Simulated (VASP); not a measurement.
AlAu2, 3 atoms in the cell. The structure is tetragonal, space group I4/mmm (No. 139). Conventional cell: a = 3.387 Å, b = 3.387 Å, c = 8.914 Å, α = 90.00°, β = 90.00°, γ = 90.00°. Au (site symmetry 4mm) has 5 Al at 2.77 to 3.06 Å and 9 Au at 2.79 to 3.39 Å within 3.7 Å. Within 3.7 Å of Al (site symmetry 4/mmm) lie 10 Au at 2.77 to 3.06 Å and 4 Al at 3.39 Å. 

| Quantity | Value |
| --- | --- |
| Program | VASP 6.6.1 |
| Task | single point |
| Functional | PBEsol |
| Potentials or basis | VASP PAW PBE potentials, release 64 (Au, Al) |
| Cutoff | 520 eV |
| k mesh | 11 × 11 × 11 |
| Occupations | fermi-dirac, width 0.05 eV |
| Spin | no spin polarisation |
| Dipole correction | no |
| Further INCAR settings | ALGO = Normal; EDIFF = 1e-06; NBANDS = 20 |

Potentials or basis: VASP PAW PBE potentials, release 64 (Au, Al).

The run is started by

```sh
$ cat potpaw_PBE.64/Au/POTCAR potpaw_PBE.64/Al/POTCAR > POTCAR
$ mpirun -np 1 vasp_std > vasp.out
```

Hardware: 1 thread of Intel(R) Xeon(R) 6975P-C (Granite Rapids), with other jobs on the host.

Problem. Estimate the wall time of this run.

Solution. Wall time 73 s on 1 thread of Intel(R) Xeon(R) 6975P-C (Granite Rapids), on a shared host, peak memory 0.31 GiB. Counts: scf iterations 11, k points 126.
